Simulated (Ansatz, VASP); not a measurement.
Si2Sb: VASP beside Ansatz

```
CELL_PARAMETERS angstrom
6.23028 0.00000 0.00000
0.00000 6.23028 0.00000
0.00000 0.00000 4.19900
ATOMIC_POSITIONS crystal
Si 0.30531 0.30531 0.00000
Si 0.19469 0.80531 0.50000
Si 0.69469 0.69469 0.00000
Si 0.80531 0.19469 0.50000
Sb 0.00000 0.00000 0.00000
Sb 0.50000 0.50000 0.50000
```

Alike in both runs: functional r2SCAN; k mesh 6 × 6 × 10; occupations gaussian, width 0.1 eV; no spin polarisation.

Ansatz relaxed the structure, and its values are those at the end. VASP's run is a single point on that final structure, the one shown.

|  | VASP | Ansatz |
| --- | --- | --- |
| version | VASP 6.6.1 | Ansatz 0.2.0 |
| potentials or method | VASP PAW PBE potentials, release 64 (Si, Sb), cutoff 520 eV | scalar-relativistic, plane waves, PAW |
| valence electrons in the cell | 26 | 46 |

|  | VASP | Ansatz | Ansatz less VASP |
| --- | --- | --- | --- |
| gap on the k mesh at the Fermi level (eV) | none | none | - |
| pressure (GPa) | 0.2 | 0.0 | -0.18 |

VASP's potentials were made for PBE, not for r2SCAN. A gap of «none» marks a metal or a gap that the smearing closes. With one functional, cell and mesh, what is left measures potentials, basis and numerics. VASP's potentials hold 26 valence electrons a cell and Ansatz's 46, so a difference there can come from the potentials and not from the codes.

Spin-orbit coupling is off throughout.
